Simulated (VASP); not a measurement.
# MoS2 (R3m) in VASP: settings compared

The runs below take MoS2 through relaxation of cell and atoms, single point, with PBEsol, LDA.

All numbers are computed with VASP 6.6.1; they aren't measurements. Logs are shortened: lines on timing, memory, paths and dates and some standing lists are left out, and cuts for length are marked.

**1. The cell of the first run**

It takes space group R3m (No. 160, trigonal). Conventional cell: a = 3.160 Å, b = 3.160 Å, c = 18.450 Å, α = 90.00°, β = 90.00°, γ = 120.00°. Mo (site symmetry 3m) has 6 S at 2.39 Å and 6 Mo at 3.16 Å within 3.2 Å. Within 3.2 Å of S (site symmetry 3m) lie 3 Mo at 2.39 Å and 7 S at 3.08 to 3.16 Å. S (site symmetry 3m) has 3 Mo at 2.39 Å and 7 S at 3.08 to 3.16 Å within 3.2 Å.

**2. Relaxation of cell and atoms, PBEsol, target pressure 30 GPa, at which the enthalpy is minimised**

INCAR reads:

```
SYSTEM = MoS2
PREC     = Accurate       ! precision mode
ENCUT    = 600            ! plane-wave cutoff, eV
EDIFF    = 1E-6           ! SCF threshold, eV
ISMEAR   = -1             ! smearing method
SIGMA    = 0.05           ! smearing width, eV
LREAL    = .False.        ! projectors in reciprocal space
LASPH    = .True.         ! aspherical terms in the spheres
NELM     = 80             ! most SCF steps
ALGO     = Normal         ! electronic algorithm
ISIF     = 3              ! what is computed and relaxed
LWAVE    = .False.        ! write WAVECAR
LCHARG   = .False.        ! write CHGCAR
GGA      = PS             ! functional
IBRION   = 2              ! ionic algorithm
NSW      = 80             ! ionic steps
EDIFFG   = -0.01          ! ionic threshold
PSTRESS  = 300.0
```

KPOINTS reads:

```
regular mesh
0
Gamma
  10 10 10
  0 0 0
```

POSCAR reads:

```
MoS2
1.0
    1.5800000000      0.9122134253      6.1500000000
   -1.5800000000      0.9122134253      6.1500000000
    0.0000000000     -1.8244268506      6.1500000000
Mo S
1 2
Direct
    0.0000000000      0.0000000000      0.0000000000
    0.4170000000      0.4170000000      0.4170000000
    0.2500000000      0.2500000000      0.2500000000
```

Potentials or basis: VASP PAW PBE potentials, release 64 (Mo_sv, S).

On the command line:

```bash
$ cat potpaw_PBE.64/Mo_sv/POTCAR potpaw_PBE.64/S/POTCAR > POTCAR
$ mpirun -np 1 vasp_std > vasp.out
```

OUTCAR:

```text
SYSTEM = MoS2
   PREC = Accurate
   ENCUT = 600
   EDIFF = 1E-6
   ISMEAR = -1
   LREAL = .False.
   LASPH = .True.
   NELM = 80
   ISIF = 3
   GGA = PS
   IBRION = 2
   NSW = 80
   EDIFFG = -0.01
   PSTRESS = 300.0

 ion  position               nearest neighbor table
   1  0.000  0.000  0.000-   3 2.39   3 2.39   3 2.39   2 2.39   2 2.39   2 2.39
   2  0.417  0.417  0.417-   1 2.39   1 2.39   1 2.39
   3  0.250  0.250  0.250-   1 2.39   1 2.39   1 2.39

  LATTYP: Found a trigonal (rhomboedric) cell.
 ALAT       =     6.4149071181
 COS(alpha) =     0.8786713335

  Lattice vectors:

 A1 = (   1.5800000000,   0.9122134253,   6.1500000000)
 A2 = (  -1.5800000000,   0.9122134253,   6.1500000000)
 A3 = (   0.0000000000,  -1.8244268506,   6.1500000000)

Analysis of symmetry for initial positions (statically):
=====================================================================
 Subroutine PRICEL returns:
 Original cell was already a primitive cell.

 Routine SETGRP: Setting up the symmetry group for a
 trigonal (rhombohedral) supercell.

 Subroutine GETGRP returns: Found  6 space group operations
 (whereof  6 operations were pure point group operations)
 out of a pool of 12 trial point group operations.

The static configuration has the point symmetry C_3v.

Analysis of symmetry for dynamics (positions and initial velocities):
=====================================================================
 Subroutine PRICEL returns:
 Original cell was already a primitive cell.

 Routine SETGRP: Setting up the symmetry group for a
 trigonal (rhombohedral) supercell.

 Subroutine GETGRP returns: Found  6 space group operations
 (whereof  6 operations were pure point group operations)
 out of a pool of 12 trial point group operations.

The dynamic configuration has the point symmetry C_3v.

 Subroutine INISYM returns: Found  6 space group operations
 (whereof  6 operations are pure point group operations),
 and found     1 'primitive' translations

----------------------------------------------------------------------------------------

                                     Primitive cell

  volume of cell :      53.1839

  direct lattice vectors                    reciprocal lattice vectors
     1.580000000  0.912213425  6.150000000     0.316455696  0.182705781  0.054200542
    -1.580000000  0.912213425  6.150000000    -0.316455696  0.182705781  0.054200542
     0.000000000 -1.824426851  6.150000000     0.000000000 -0.365411563  0.054200542

  length of vectors
[... 97 lines left out ...]
   EMIN   =  10.00;   EMAX   =-10.00  energy-range for DOS
   EFERMI =   0.00;   METHOD = LEGACY
   ISMEAR =    -1;   SIGMA  =   0.05  broadening in eV -4-tet -1-fermi 0-gaus
   EFERMI_NEDOS =   21; number of points for ismear=-14 and -15
   IALGO  =     38    algorithm
   IMIX   =      4    mixing-type and parameters
     AMIX     =   0.40;   BMIX     =  1.00
     AMIX_MAG =   1.60;   BMIX_MAG =  1.00
  volume/ion in A,a.u.               =      17.73       119.63
  Fermi-wavevector in a.u.,A,eV,Ry     =   1.289652  2.437089 22.629252  1.663203
  Thomas-Fermi vector in A             =   2.421532
   LORBIT       =      0    0 simple, 1 ext, 2 COOP (PROOUT), +10 PAW based schemes
   GGA     = PS    functional components
   LHFCALC =     F    Hartree Fock is set to
   AEXX    =    0.0000 exact exchange contribution
   IVDW    =     0    specifies the selected vdW correction
   LEPSILON=     F    determine dielectric tensor
   LRPA    =     F    only Hartree local field effects (RPA)
 conjugate gradient relaxation of ions
 non-spin polarized calculation
  energy-cutoff  :      600.00
  volume of cell :       53.18
 maximum number of plane-waves:      1803
 NGX is ok and might be reduce to    54
   NGX = 25   NGY = 25   NGZ = 25

--------------------------------------- Ionic step        1  -------------------------------------------

 number of electron      26.0000000 magnetization

 Free energy of the ion-electron system (eV)
  ---------------------------------------------------
  ext. energy  EPLUGINS =         0.00000000
  ---------------------------------------------------
  free energy    TOTEN  =       -23.44514779 eV

  energy without entropy =      -23.44514659  energy(sigma->0) =      -23.44514719

------------------------ aborting loop because EDIFF is reached ----------------------------------------

  FORCE on cell =-STRESS in cart. coord.  units (eV):
  Direction    XX          YY          ZZ          XY          YZ          ZX
  --------------------------------------------------------------------------------------
  -------------------------------------------------------------------------------------
  Total       -0.2187045     -0.2187045      0.7581996      0.0000000      0.0000000      0.0000000
  in kB       -6.5885290     -6.5885290     22.8409541      0.0000000      0.0000000      0.0000000
  external PRESSURE =    -296.7787013 kB  Pullay stress =     300.0000000 kB
[... 100 lines left out ...]
  energy  without entropy=      -23.0168304138  energy(sigma->0) =      -23.01683163

  enthalpy is  TOTEN    =       -14.2041261323 eV   P V=        8.8127067183

 E-fermi :   9.9387     XC(G=0): -11.6905

 val. band max:        9.5908286361   @ k =   0.5000   0.5000   0.5000
 cond. band min:      10.3682175172   @ k =  -0.2000   0.2000   0.0000
 fundamental gap:      0.7773888811
 Fermi energy:         9.9387073450

 k-point     1 :       0.0000    0.0000    0.0000
  band No.  band energies     occupation
      1     -51.9257      2.00000
      2     -26.3076      2.00000
      3     -25.8543      2.00000
      4     -25.8543      2.00000
      5      -6.6054      2.00000
      6      -4.3740      2.00000
[... 459 lines left out ...]
      6      -4.0322      2.00000
[... 9 lines left out ...]
     16      12.7295      0.00000
     17      13.7686      0.00000

 [... further k-points ...]

[... ionic steps 4 to 15 ...]

--------------------------------------- Ionic step       16  -------------------------------------------

 number of electron      26.0000000 magnetization

------------------------ aborting loop because EDIFF is reached ----------------------------------------
[... 73 lines left out ...]
--------------------------------------- Ionic step       18  -------------------------------------------

 number of electron      26.0000000 magnetization

 Free energy of the ion-electron system (eV)
  ---------------------------------------------------
  ext. energy  EPLUGINS =         0.00000000
  ---------------------------------------------------
  free energy    TOTEN  =       -22.65323776 eV

  energy without entropy =      -22.65208326  energy(sigma->0) =      -22.65266051

 E-fermi :  12.2094     XC(G=0): -12.6544

 val. band max:       12.1813744131   @ k =   0.1000   0.1000   0.1000
 cond. band min:      12.2852103544   @ k =  -0.1000   0.3000   0.1000
 fundamental gap:      0.1038359413
 Fermi energy:        12.2093664164

 k-point     1 :       0.0000    0.0000    0.0000
  band No.  band energies     occupation
      1     -49.6869      2.00000
      2     -24.0580      2.00000
      3     -23.5446      2.00000
      4     -23.5446      2.00000
      5      -5.2972      2.00000
      6      -1.7785      2.00000
[... 505 lines left out ...]
  energy  without entropy=      -22.6520832606  energy(sigma->0) =      -22.65266051

  enthalpy is  TOTEN    =       -15.0594462770 eV   P V=        7.5937914816

 reached required accuracy - stopping structural energy minimisation
```

Wall time 42 min (1 thread of Intel Xeon 6975P-C (Granite Rapids), shared host); peak memory 0.57 GiB.

What came out:

```yaml
Free_energy: -22.6532 eV
Relaxed_volume: 13.52 Å³/atom
Relaxed_cell: a = 5.535 Å, b = 5.535 Å, c = 5.535 Å, α = 31.27°, β = 31.27°, γ = 31.27°
Space_group_after_relaxing_to_0.1_Å: R3m (No. 160)
Energy_change_on_relaxing_the_run_minimises_the_enthalpy: +264.0 meV/atom
Ionic_steps: 18
Pressure_after_relaxing: 30.0 GPa
Largest_force_after_relaxing: 0.005 eV/Å
Band_gap_on_the_k_mesh: zero (bands 13 and 14 overlap by 0.39 eV)
```

Forces on the atoms (eV/Å):
```
Mo   0.000  0.000  0.002
S    0.000  0.000 -0.005
S    0.000  0.000  0.003
```

Stress tensor (GPa, compression positive):
```
30.02  0.00  0.00
 0.00 30.02  0.00
 0.00  0.00 30.10
```

Step by step:
```csv
step,energy change (eV),largest force (eV/Å),pressure (GPa),volume (Å³)
1,0.0000,0.2591,0.32,53.18
2,9.9790,16.7655,233.35,31.70
3,0.4283,2.6255,24.85,47.07
4,0.5434,2.9600,28.85,46.37
5,0.5961,3.1046,30.55,46.08
6,0.7406,1.0995,31.30,42.74
7,0.8823,0.6089,32.09,41.88
8,0.6955,0.2604,26.42,41.37
9,0.7088,0.6407,24.94,41.11
10,1.3116,1.3828,48.32,38.52
11,0.8221,0.1539,30.52,40.40
12,0.8272,0.1385,30.74,40.37
13,0.7850,0.1733,29.69,40.60
14,0.8000,0.0744,30.08,40.51
15,0.7908,0.0322,30.02,40.56
16,0.7929,0.0178,30.01,40.55
17,0.7932,0.0181,30.01,40.55
18,0.7919,0.0053,30.05,40.56
```

Final structure:
```xyz
3
Lattice="1.4918 0.8613 5.2605 -1.4918 0.8613 5.2605 0.0000 -1.7226 5.2605" Properties=species:S:1:pos:R:3 pbc="T T T"
Mo    0.0000    0.0000   15.7788
S     0.0000    0.0000    6.8289
S     0.0000    0.0000    3.7002
```

Levels at points of the mesh, in eV from the Fermi level:
```csv
k point,band 11,band 12,band 13,band 14,band 15,band 16
"(0.00, 0.00, 0.00)",-2.88,-2.63,-0.09,1.31,1.31,2.42
"(0.50, 0.00, 0.00)",-2.95,-2.42,-1.59,1.70,1.74,2.18
"(0.50, 0.50, 0.00)",-4.30,-2.97,-2.05,1.55,1.93,2.95
"(0.50, 0.50, 0.50)",-2.65,-2.65,0.29,1.39,1.39,2.09
```

Caveat: the cell is relaxed towards a set pressure, so the run minimises the enthalpy, not the energy; the volume moved by over 15 % at a fixed basis, so the end points are rough; the PAW data sets were made with another functional, which shifts forces and pressure a little.

(Continued in part 2 of 2.)
